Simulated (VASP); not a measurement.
Crystal: CsW3.

```
Cs W
1.0
    -2.92740    2.92740    2.92740
     2.92740   -2.92740    2.92740
     2.92740    2.92740   -2.92740
Cs W
1 3
Direct
  0.00000 0.00000 0.00000
  0.00000 0.50000 0.50000
  0.50000 0.00000 0.50000
  0.50000 0.50000 0.00000
```

* Program: VASP 6.6.1
* Task: relaxation of cell and atoms
* Functional: PBE
* Potentials or basis: VASP PAW PBE potentials, release 64 (Cs_sv, W_sv)
* Cutoff: 600 eV
* k mesh: 4 × 4 × 4
* Occupations: gaussian, width 0.1 eV
* Spin: no spin polarisation

At the start: pressure -14.4 GPa; volume 25.09 Å³/atom.

Q: How do energy, volume and symmetry change on relaxing?

A: Over 4 steps the energy falls by 208.3 meV/atom and the volume is 21.19 Å³/atom (-15.5 %); space group Im-3m (No. 229, to 0.05 Å).

Step by step:
```
step  energy change (eV)  largest force (eV/Å)  pressure (GPa)  volume (Å³)
   1              0.0000                0.0000          -14.43       100.35
   2              0.4151                0.0000           35.08        70.98
   3             -0.8319                0.0000           -0.79        85.15
   4             -0.8331                0.0000           -0.21        84.76
```

Final structure:
```
Cs W
1.0
    -2.76719    2.76719    2.76719
     2.76719   -2.76719    2.76719
     2.76719    2.76719   -2.76719
Cs W
1 3
Direct
  0.00000 0.00000 0.00000
  0.00000 0.50000 0.50000
  0.50000 0.00000 0.50000
  0.50000 0.50000 0.00000
```

Caveat: the k points lie up to 0.40 Å⁻¹ apart in the final cell; the volume moved by over 15 % at a fixed basis, so the end points are rough.
